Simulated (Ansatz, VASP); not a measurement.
One calculation of GaAs, two programs

Contents of POSCAR:

```
GaAs
1.0
    0.0000000000      2.8265000000      2.8265000000
    2.8265000000      0.0000000000      2.8265000000
    2.8265000000      2.8265000000      0.0000000000
Ga As
1 1
Direct
    0.0000000000      0.0000000000      0.0000000000
    0.2500000000      0.2500000000      0.2500000000
```

INCAR.step1

```
SYSTEM = GaAs
  ALGO = Normal
  EDIFF = 1E-4
  ENCUT = 600
  GGA = PE
  ISMEAR = 0
  LASPH = .True.
  LCHARG = .False.
  LREAL = .False.
  LWAVE = .True.
  NELM = 100
  PREC = Accurate
  SIGMA = 0.01
```

INCAR.step2

```
SYSTEM = GaAs
  ALGO = Normal
  EDIFF = 1E-6
  EDIFFG = -0.002
  ENCUT = 600
  IBRION = 2
  ISIF = 3
  ISMEAR = 0
  ISTART = 1
  LASPH = .True.
  LCHARG = .False.
  LMIXTAU = .True.
  LREAL = .False.
  LWAVE = .False.
  METAGGA = R2SCAN
  NELM = 100
  NSW = 80
  PREC = Accurate
  SIGMA = 0.01
```

Contents of KPOINTS:

```
k-points
0
Gamma
  12 12 12
  0 0 0
```

Input for Ansatz:

```yaml
crystal:
  lattice:
    - [0.0, 2.8265, 2.8265]
    - [2.8265, 0.0, 2.8265]
    - [2.8265, 2.8265, 0.0]
  atoms:
    - { symbol: Ga, position: [0.0, 0.0, 0.0] }
    - { symbol: As, position: [0.25, 0.25, 0.25] }
scf:
  occupations: { method: fixed }
output:
  forces: true
  stress: true
  eigenvalues: true
  write_density: true
  write_potential: true
  elf: true
  volumetric_format: npy
hamiltonian:
  xc: r2scan
kpoints:
  mp_grid: { grid: [12, 12, 12] }
basis:
  ecutwfc: 560
relax:
  f_tol: 0.002
  max_steps: 60
  cell: { stress_tol: 0.01 }
```

Alike in both runs: task relaxation of cell and atoms; functional r2SCAN; k mesh 12 × 12 × 12; no spin polarisation.

```csv
,VASP,Ansatz
version,VASP 6.6.1,Ansatz 0.2.0
potentials or method,"VASP PAW PBE potentials, release 64 (Ga_d, As), cutoff 600 eV","scalar-relativistic, plane waves, PAW"
occupations,"gaussian, width 0.01 eV",fixed
valence electrons in the cell,18,28
```

Ansatz gave:

- gap on the k mesh at the Fermi level, each at its own relaxed structure (eV): 0.96
- relaxed volume (Å³/atom): 22.75
- relaxed cell length with the largest relative difference (Å): 4.007

Estimate VASP's values.

gap on the k mesh at the Fermi level, each at its own relaxed structure (eV): 0.93; relaxed volume (Å³/atom): 22.78; relaxed cell length with the largest relative difference (Å): 4.009.

VASP's potentials were made for PBE, not for r2SCAN. VASP's potentials hold 18 valence electrons a cell and Ansatz's 28, so a difference there can come from the potentials and not from the codes.
